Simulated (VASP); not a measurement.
Runs of VASP 6.6.1 on Tl. The structure is that of space group P6_3/mmc (No. 194), or close to it. The cells are those of the table. 

| cell | gap on the mesh (eV) | pressure (GPa) |
| --- | --- | --- |
| a = 2.963, b = 2.963, c = 4.905 Å, angles 90.0, 90.0, 120.0°, 2 atoms | none | 44.6 |
| a = 3.117, b = 3.117, c = 5.273 Å, angles 90.0, 90.0, 120.0°, 2 atoms | none | 14.9 |
| a = 3.018, b = 3.018, c = 5.083 Å, angles 90.0, 90.0, 120.0°, 2 atoms | none | (a) |
| a = 3.332, b = 3.332, c = 5.620 Å, angles 90.0, 90.0, 120.0°, 2 atoms | none | -0.1 |

Alike in all rows: task single point; level PBEsol+D3(BJ); potentials or basis VASP PAW PBE potentials, release 64 (Tl_d); no spin polarisation; k mesh 9 × 9 × 5; cutoff (eV) 520; smearing gaussian 0.1 eV.

Question: Estimate the missing entries.

Answer: (a) 29.7.

Caveats: the PAW data sets were made with another functional, which shifts forces and pressure a little; spin-orbit coupling is left out, which moves the levels of the heavy elements; pairwise dispersion overbinds metals, which lowers pressure and volume.

A k mesh can miss the band edges, and the runs leave out spin-orbit coupling on Tl.

A gap of «none» marks levels without a gap at the run's occupations.
